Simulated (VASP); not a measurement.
Input of a VASP 6.6.1 run:

INCAR

```
SYSTEM = Si2IrPd2
PREC = Accurate
ENCUT = 500
EDIFF = 1E-6
ISMEAR = 0
SIGMA = 0.1
LREAL = .False.
LASPH = .True.
NELM = 200
ALGO = Normal
ISIF = 2
LWAVE = .False.
LCHARG = .False.
ISPIN = 2
MAGMOM = 0 0 1 1 1
LORBIT = 11
LMAXMIX = 4
GGA = PE
NBANDS = 30
GGA_COMPAT = .False.
```

KPOINTS

```
Automatic mesh
0
Gamma
  4 4 4
  0 0 0
```

The input POSCAR:

```
Si2IrPd2
1.0
    3.7905653198      0.0000000000      0.0000000000
    0.0000000000      3.7905653198      0.0000000000
    0.0000000000      0.0000000000      5.3737872990
Si Pd Ir
2 2 1
Direct
    0.0000000000      0.5000000000      0.5000000000
    0.5000000000      0.0000000000      0.5000000000
    0.0000000000      0.0000000000      0.7650318117
    0.0000000000      0.0000000000      0.2349681883
    0.5000000000      0.5000000000      0.0000000000
```

Potentials or basis: VASP PAW PBE potentials, release 64 (Si, Pd, Ir).

Run with:

```console
$ cat potpaw_PBE.64/Si/POTCAR potpaw_PBE.64/Pd/POTCAR potpaw_PBE.64/Ir/POTCAR > POTCAR
$ mpirun -np 1 vasp_std > vasp.out
```

(1) What does it give for the pressure?

(2) Estimate the largest force.

(3) What does it give for the net moment?

Answers

(1) 0.2 GPa.

(2) 0.081 eV/Å.

(3) 0.00 μB per cell.

Caveat: the k points lie up to 0.41 Å⁻¹ apart.
